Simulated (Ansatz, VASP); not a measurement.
**One calculation of BP, two programs**

```
CELL_PARAMETERS angstrom
0.00000 2.23016 2.23016
2.23016 0.00000 2.23016
2.23016 2.23016 0.00000
ATOMIC_POSITIONS crystal
B 0.00000 0.00000 0.00000
P 0.75000 0.75000 0.75000
```

Alike in both runs: task single point; functional LDA; k mesh 10 × 10 × 10; no spin polarisation.

|  | VASP | Ansatz |
| --- | --- | --- |
| version | VASP 6.6.1 | Ansatz 0.2.0 |
| potentials or method | VASP PAW LDA potentials, release 64 (B, P), cutoff 520 eV | scalar-relativistic, plane waves, PAW |
| occupations | gaussian, width 0.01 eV | fixed |
| valence electrons in the cell | 8 | 8 |

Ansatz gave:

| Item | Value |
| --- | --- |
| gap on the k mesh at the Fermi level (eV) | 1.13 |
| least direct gap on the mesh (eV) | 3.46 |
| pressure (GPa) | 3.7 |

**Question.** Estimate VASP's values.

**Answer.** gap on the k mesh at the Fermi level (eV): 1.13; least direct gap on the mesh (eV): 3.46; pressure (GPa): 3.6.

LDA's correlation is that of Perdew and Zunger in VASP and of Perdew and Wang (1992) in Ansatz.
